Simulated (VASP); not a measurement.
# Pd (Fm-3m) in VASP: notebook

Runs on Pd. Level: LDA. Tasks: single point.

All numbers are computed with VASP 6.6.1; they aren't measurements. Logs are shortened: lines on timing, memory, paths and dates and some standing lists are left out, and cuts for length are marked.

## Step 1: The cell of the first run

The structure is cubic, space group Fm-3m (No. 225). Conventional cell: a = 3.881 Å, b = 3.881 Å, c = 3.881 Å, α = 90.00°, β = 90.00°, γ = 90.00°. Pd (site symmetry m-3m) has 12 Pd at 2.74 Å within 3.6 Å.

## Step 2: Single point, LDA

The input, INCAR:

```
SYSTEM = Pd
PREC     = Accurate       ! precision mode
ENCUT    = 500            ! plane-wave cutoff, eV
EDIFF    = 1E-6           ! SCF threshold, eV
ISMEAR   = -1             ! smearing method
SIGMA    = 0.1            ! smearing width, eV
LREAL    = .FALSE.        ! projectors in reciprocal space
LASPH    = .TRUE.         ! aspherical terms in the spheres
NELM     = 120            ! most SCF steps
ALGO     = Normal         ! electronic algorithm
ISIF     = 2              ! what is computed and relaxed
LWAVE    = .FALSE.        ! write WAVECAR
LCHARG   = .FALSE.        ! write CHGCAR
GGA      = CA             ! functional
NBANDS   = 11             ! bands
GGA_COMPAT= .FALSE.
```

The input, KPOINTS:

```
regular mesh
0
G
  11 11 11
  0 0 0
```

The input, POSCAR:

```
Pd
1.0
    0.0000000000      1.9405000000      1.9405000000
    1.9405000000      0.0000000000      1.9405000000
    1.9405000000      1.9405000000      0.0000000000
Pd
1
Direct
    0.0000000000      0.0000000000      0.0000000000
```

Potentials or basis: VASP PAW LDA potentials, release 64 (Pd).

Started as:

```sh
$ cat potpaw_LDA.64/Pd/POTCAR > POTCAR
$ mpirun -np 1 vasp_std > vasp.out
```

OUTCAR:

```text
SYSTEM = Pd
   PREC = Accurate
   ENCUT = 500
   EDIFF = 1E-6
   ISMEAR = -1
   LREAL = .FALSE.
   LASPH = .TRUE.
   NELM = 120
   ISIF = 2
   GGA = CA

 ion  position               nearest neighbor table
   1  0.000  0.000  0.000-

  LATTYP: Found a face centered cubic cell.
 ALAT       =     3.8810000000

  Lattice vectors:

 A1 = (   0.0000000000,   1.9405000000,   1.9405000000)
 A2 = (   1.9405000000,   0.0000000000,   1.9405000000)
 A3 = (   1.9405000000,   1.9405000000,   0.0000000000)

Analysis of symmetry for initial positions (statically):
=====================================================================
 Subroutine PRICEL returns:
 Original cell was already a primitive cell.

 Routine SETGRP: Setting up the symmetry group for a
 face centered cubic supercell.

 Subroutine GETGRP returns: Found 48 space group operations
 (whereof 48 operations were pure point group operations)
 out of a pool of 48 trial point group operations.

The static configuration has the point symmetry O_h .

Analysis of symmetry for dynamics (positions and initial velocities):
=====================================================================
 Subroutine PRICEL returns:
 Original cell was already a primitive cell.

 Routine SETGRP: Setting up the symmetry group for a
 face centered cubic supercell.

 Subroutine GETGRP returns: Found 48 space group operations
 (whereof 48 operations were pure point group operations)
 out of a pool of 48 trial point group operations.

The dynamic configuration has the point symmetry O_h .

 Subroutine INISYM returns: Found 48 space group operations
 (whereof 48 operations are pure point group operations),
 and found     1 'primitive' translations

----------------------------------------------------------------------------------------

                                     Primitive cell

  volume of cell :      14.6141

  direct lattice vectors                    reciprocal lattice vectors
     0.000000000  1.940500000  1.940500000    -0.257665550  0.257665550  0.257665550
     1.940500000  0.000000000  1.940500000     0.257665550 -0.257665550  0.257665550
     1.940500000  1.940500000  0.000000000     0.257665550  0.257665550 -0.257665550

  length of vectors
     2.744281418  2.744281418  2.744281418     0.446289824  0.446289824  0.446289824

  position of ions in fractional coordinates (direct lattice)
     0.000000000  0.000000000  0.000000000

  ion indices of the primitive-cell ions
   primitive index   ion index
                 1           1

----------------------------------------------------------------------------------------

 KPOINTS: regular mesh

Automatic generation of k-mesh.
 Grid dimensions read from file:
 generate k-points for:   11   11   11

 Generating k-lattice:

  Cartesian coordinates                     Fractional coordinates (reciprocal lattice)
    -0.023424141  0.023424141  0.023424141     0.090909091  0.000000000  0.000000000
     0.023424141 -0.023424141  0.023424141     0.000000000  0.090909091  0.000000000
     0.023424141  0.023424141 -0.023424141     0.000000000  0.000000000  0.090909091

  Length of vectors
     0.040571802  0.040571802  0.040571802

  Shift w.r.t. Gamma in fractional coordinates (k-lattice)
     0.000000000  0.000000000  0.000000000

 Subroutine IBZKPT returns following result:
 ===========================================

 Found     56 irreducible k-points:

 Following reciprocal coordinates:
            Coordinates               Weight
  0.000000  0.000000  0.000000      1.000000
  0.090909  0.000000  0.000000      8.000000
  0.181818  0.000000  0.000000      8.000000
  0.272727  0.000000  0.000000      8.000000
  0.363636  0.000000  0.000000      8.000000
  0.454545  0.000000  0.000000      8.000000
[... 16 lines left out ...]
 -0.272727  0.181818  0.000000     24.000000
 -0.181818  0.181818  0.000000     12.000000
 [... further k-points ...]
   k-points           NKPTS =     56   k-points in BZ     NKDIM =     56   number of bands    NBANDS=     11
   number of dos      NEDOS =    301   number of ions     NIONS =      1
   total plane-waves  NPLWV =   8000
   dimension x,y,z NGX =    20 NGY =   20 NGZ =   20
   dimension x,y,z NGXF=    40 NGYF=   40 NGZF=   40
   ions per type =               1
   NGX,Y,Z   is equivalent  to a cutoff of  12.12, 12.12, 12.12 a.u.
   NGXF,Y,Z  is equivalent  to a cutoff of  24.23, 24.23, 24.23 a.u.
 SYSTEM =  Pd
   PREC   = accura    normal or accurate (medium, high low for compatibility)
   ISTART =      0    job   : 0-new  1-cont  2-samecut
   ICHARG =      2    charge: 1-file 2-atom 10-const
   ISPIN  =      1    spin polarized calculation?
   LNONCOLLINEAR =      F non collinear calculations
   LSORBIT =      F    spin-orbit coupling
   LASPH  =      T    aspherical Exc in radial PAW
   ENCUT  =  500.0 eV  36.75 Ry    6.06 a.u.   5.00  5.00  5.00*2*pi/ulx,y,z
   NELM   =    120;   NELMIN=  2; NELMDL= -5     # of ELM steps
   EDIFF  = 0.1E-05   stopping-criterion for ELM
   LREAL  =      F    real-space projection
   EDIFFG = 0.1E-04   stopping-criterion for IOM
   NSW    =      0    number of steps for IOM
   IBRION =     -1    ionic relax: 0-MD 1-quasi-New 2-CG
   NFREE  =      0    steps in history (QN), initial steepest desc. (CG)
   ISIF   =      2    stress and relaxation
   ISYM   =      2    0-nonsym 1-usesym 2-fastsym
   POTIM  = 0.5000    time-step for ionic-motion
   TEBEG  =    0.0;   TEEND  =   0.0 temperature during run
   PSTRESS=    0.0 pullay stress
   NELECT =      10.0000    total number of electrons
   NUPDOWN=      -1.0000    fix difference up-down
   EMIN   =  10.00;   EMAX   =-10.00  energy-range for DOS
   EFERMI =   0.00;   METHOD = LEGACY
   ISMEAR =    -1;   SIGMA  =   0.10  broadening in eV -4-tet -1-fermi 0-gaus
   EFERMI_NEDOS =   21; number of points for ismear=-14 and -15
   IALGO  =     38    algorithm
   IMIX   =      4    mixing-type and parameters
     AMIX     =   0.40;   BMIX     =  1.00
     AMIX_MAG =   1.60;   BMIX_MAG =  1.00
  volume/ion in A,a.u.               =      14.61        98.62
  Fermi-wavevector in a.u.,A,eV,Ry     =   1.442617  2.726152 28.315699  2.081145
  Thomas-Fermi vector in A             =   2.561117
   LORBIT       =      0    0 simple, 1 ext, 2 COOP (PROOUT), +10 PAW based schemes
   GGA     = CA    functional components
   LHFCALC =     F    Hartree Fock is set to
   AEXX    =    0.0000 exact exchange contribution
   IVDW    =     0    specifies the selected vdW correction
   LEPSILON=     F    determine dielectric tensor
   LRPA    =     F    only Hartree local field effects (RPA)
 non-spin polarized calculation
  energy-cutoff  :      500.00
  volume of cell :       14.61
 maximum number of plane-waves:       379
   NGX =  9   NGY =  9   NGZ =  9

 number of electron      10.0000001 magnetization

 Free energy of the ion-electron system (eV)
  ---------------------------------------------------
  ext. energy  EPLUGINS =         0.00000000
  ---------------------------------------------------
  free energy    TOTEN  =        -6.50869745 eV

  energy without entropy =       -6.43844834  energy(sigma->0) =       -6.47357289

 E-fermi :   9.7904     XC(G=0): -13.5736

 val. band max:        9.7874989369   @ k =   0.4545   0.1818   0.0000
 cond. band min:       9.8319829565   @ k =   0.3636   0.2727   0.0909
 fundamental gap:      0.0444840195
 Fermi energy:         9.7903856301

 k-point     1 :       0.0000    0.0000    0.0000
  band No.  band energies     occupation
      1       2.4421      2.00000
      2       6.8426      2.00000
      3       6.8426      2.00000
      4       6.8426      2.00000
      5       8.5105      1.99999
      6       8.5105      1.99999
      7      26.8885      0.00000
      8      31.6572      0.00000
      9      31.6572      0.00000
     10      31.6572      0.00000
     11      35.5030      0.00000

 k-point     2 :       0.0909    0.0000    0.0000
  band No.  band energies     occupation
      1       2.7414      2.00000
      2       6.7395      2.00000
      3       6.9444      2.00000
      4       6.9444      2.00000
      5       8.4642      2.00000
      6       8.4642      2.00000
      7      27.1944      0.00000
      8      29.9754      0.00000
      9      32.0079      0.00000
     10      32.0079      0.00000
     11      35.5430      0.00000

 k-point     3 :       0.1818    0.0000    0.0000
  band No.  band energies     occupation
      1       3.5294      2.00000
      2       6.5909      2.00000
      3       7.1299      2.00000
      4       7.1299      2.00000
      5       8.4571      2.00000
      6       8.4571      2.00000
      7      26.6193      0.00000
      8      28.1605      0.00000
      9      32.8893      0.00000
     10      32.8893      0.00000
     11      35.6341      0.00000

 k-point     4 :       0.2727    0.0000    0.0000
  band No.  band energies     occupation
      1       4.2818      2.00000
      2       7.0066      2.00000
      3       7.1189      2.00000
      4       7.1189      2.00000
      5       8.7712      1.99993
      6       8.7712      1.99993
      7      23.4618      0.00000
      8      27.8028      0.00000
      9      33.3323      0.00000
     10      33.3323      0.00000
     11      35.4833      0.00000
[... 239 lines left out ...]
 k-point    22 :      -0.3636    0.1818    0.0000
  band No.  band energies     occupation
      1       5.1261      2.00000
      2       6.3779      2.00000
      3       7.4489      2.00000
      4       7.4545      2.00000
      5       9.1709      1.99593
      6      12.8391      0.00000
      7      18.6490      0.00000
      8      24.9855      0.00000
      9      28.6715      0.00000
     10      30.3651      0.00000
     11      35.5542      0.00000

 k-point    23 :      -0.2727    0.1818    0.0000
  band No.  band energies     occupation
      1       5.3040      2.00000
      2       6.4692      2.00000
      3       6.8573      2.00000
      4       7.5757      2.00000
      5       8.4619      2.00000
      6      11.2081      0.00000
      7      21.8589      0.00000
      8      25.0110      0.00000
      9      29.3876      0.00000
     10      32.7236      0.00000
     11      34.3215      0.00000

 k-point    24 :      -0.1818    0.1818    0.0000
  band No.  band energies     occupation
      1       4.9427      2.00000
      2       6.1425      2.00000
      3       7.0524      2.00000
      4       7.7735      2.00000
      5       7.8366      2.00000
      6       9.9105      0.46246
      7      24.8299      0.00000
      8      25.8124      0.00000
      9      30.9100      0.00000
     10      32.2773      0.00000
     11      34.8806      0.00000

 [... further k-points ...]
[... 5 lines left out ...]
  --------------------------------------------------------------------------------------
  -------------------------------------------------------------------------------------
  Total       -0.5211347     -0.5211347     -0.5211347      0.0000000      0.0000000      0.0000000
  in kB      -57.1333472    -57.1333472    -57.1333472      0.0000000      0.0000000      0.0000000
  external PRESSURE =     -57.1333472 kB  Pullay stress =       0.0000000 kB

 VOLUME and BASIS-vectors are now :
 -----------------------------------------------------------------------------
  energy-cutoff  :      500.00
  volume of cell :       14.61
      direct lattice vectors                 reciprocal lattice vectors
     0.000000000  1.940500000  1.940500000    -0.257665550  0.257665550  0.257665550
     1.940500000  0.000000000  1.940500000     0.257665550 -0.257665550  0.257665550
     1.940500000  1.940500000  0.000000000     0.257665550  0.257665550 -0.257665550

 POSITION                                       TOTAL-FORCE (eV/Angst)
 -----------------------------------------------------------------------------------
      0.00000      0.00000      0.00000         0.000000      0.000000      0.000000
 -----------------------------------------------------------------------------------
    total drift:                                0.000000      0.000000      0.000000

  FREE ENERGIE OF THE ION-ELECTRON SYSTEM (eV)
  ---------------------------------------------------
  free  energy   TOTEN  =        -6.5086974462 eV

  energy  without entropy=       -6.4384483366  energy(sigma->0) =       -6.47357289
```

Run time: 8.5 s. Hardware: 1 thread of Intel Xeon Platinum 8375C at 2.90GHz (Ice Lake), shared host; peak memory 0.12 GiB.

Results:

| Property | Result |
| --- | --- |
| Free energy | -6.5087 eV |
| Pressure | -5.7 GPa |
| Band gap on the k mesh | zero (band 5 reaches 9.99 eV, above the bottom of band 6 at 8.46 eV) |

Levels at points of the mesh, in eV from the Fermi level:
| k point | band 1 | band 2 | band 3 | band 4 | band 5 | band 6 | band 7 | band 8 | band 9 | band 10 |
| --- | --- | --- | --- | --- | --- | --- | --- | --- | --- | --- |
| (0.00, 0.00, 0.00) | -7.35 | -2.95 | -2.95 | -2.95 | -1.28 | -1.28 | 17.10 | 21.87 | 21.87 | 21.87 |

## Step 3: Single point, LDA

The input, INCAR:

```
SYSTEM = Pd
ALGO = Normal
EDIFF = 1E-6
ENCUT = 500
GGA = CA
GGA_COMPAT = .False.
ISIF = 2
ISMEAR = 1
LASPH = .True.
LCHARG = .False.
LREAL = .False.
LWAVE = .False.
NBANDS = 11
NELM = 120
PREC = Accurate
SIGMA = 0.15
```

The input, KPOINTS:

```
k-points
0
Gamma
  11 11 11
  0 0 0
```

POSCAR is that of step 2.

Potentials or basis: VASP PAW LDA potentials, release 64 (Pd).

Started as:

```sh
$ cat potpaw_LDA.64/Pd/POTCAR > POTCAR
$ mpirun -np 1 vasp_std > vasp.out
```

Run time: 8.6 s. Hardware: 1 thread of Intel Xeon Platinum 8375C at 2.90GHz (Ice Lake), shared host; peak memory 0.12 GiB.

Results (log left out):

| Property | Result |
| --- | --- |
| Free energy | -6.4691 eV |
| Pressure | -6.1 GPa |
| Band gap on the k mesh | zero (band 5 reaches 10.00 eV, above the bottom of band 6 at 8.47 eV) |

Levels at points of the mesh, in eV from the Fermi level:
```csv
k point,band 3,band 4,band 5,band 6,band 7,band 8
"(0.00, 0.00, 0.00)",-2.93,-2.93,-1.26,-1.26,17.10,21.87
```

(Continued in part 2 of 2.)
